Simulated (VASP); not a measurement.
Set up this calculation in VASP 6.6.1, as the native input.

- Task: single point
- Functional: LDA
- Potentials or basis: VASP PAW LDA potentials, release 64 (K_sv, Br)
- Cutoff: 520 eV
- k mesh: 6 × 6 × 4
- Occupations: gaussian, width 0.05 eV
- Spin: no spin polarisation
- Dipole correction: no
- Further INCAR settings: ALGO = Normal; EDIFF = 1e-07; NBANDS = 24

The structure of KBr lies in POSCAR:

```
KBr
1.0
    3.9257624872      0.0000000000      0.0000000000
    0.0000000000      3.9257624872      0.0000000000
    0.0000000000      0.0000000000      7.8515249743
K Br
2 2
Direct
    0.0000000000      0.0000000000      0.0000000000
    0.0000000000      0.0000000000      0.5000000000
    0.4418278613      0.5000000000      0.2500000000
    0.5581721387      0.5000000000      0.7500000000
```

This cell differs from its parent crystal: atoms displaced along a vibrational mode, the cell strained.

One way to write it, as run:

INCAR

```
SYSTEM = KBr
PREC = Accurate
ENCUT = 520
EDIFF = 1E-7
ISMEAR = 0
SIGMA = 0.05
LREAL = .FALSE.
LASPH = .TRUE.
NELM = 60
ALGO = Normal
ISIF = 2
LWAVE = .FALSE.
LCHARG = .TRUE.
GGA = CA
LELF = .TRUE.
LVHAR = .TRUE.
NBANDS = 24
```

KPOINTS

```
regular mesh
0
G
  6 6 4
  0 0 0
```

Potentials or basis: VASP PAW LDA potentials, release 64 (K_sv, Br).

The run is started by

```console
$ cat potpaw_LDA.64/K_sv/POTCAR potpaw_LDA.64/Br/POTCAR > POTCAR
$ mpirun -np 1 vasp_std > vasp.out
```

Results of the run:

```yaml
Pressure: -1.1 GPa
Largest_force: 0.138 eV/Å
Band_gap_on_the_k_mesh: 3.78 eV (least direct gap 4.03 eV)
```

Caveat: the cell differs from its parent crystal (atoms displaced along a vibrational mode, the cell strained).

It took 110 s on 1 thread of Intel(R) Xeon(R) Platinum 8259CL CPU @ 2.50GHz (Skylake/Cascade Lake) (shared host), peak memory 0.25 GiB.
